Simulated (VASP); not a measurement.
KF:

```
K F
1.0
     3.17887    0.00000    0.00000
     0.00000    3.17887    0.00000
     0.00000    0.00000    3.17887
K F
1 1
Direct
  0.00000 0.00000 0.00000
  0.50000 0.50000 0.50000
```

Base run:

```yaml
Program: VASP 6.6.1
Functional: PBE
Potentials_or_basis: VASP PAW PBE potentials, release 64 (K_sv, F)
Cutoff: 520 eV
k_mesh: 6 × 6 × 6
Occupations: gaussian, width 0.01 eV
Spin: no spin polarisation
```

Its results: band gap on the k mesh 6.80 eV (least direct gap 6.83 eV); pressure 3.0 GPa.

Task: The run is repeated on the same cell with these changes: functional from PBE to r2SCAN. What comes out?

Result: Band gap on the k mesh 7.73 eV (least direct gap 7.76 eV); pressure 0.0 GPa.

Caveats: the PAW data sets were made with another functional, which shifts forces and pressure a little (at least some runs).

A k mesh can miss the band edges.
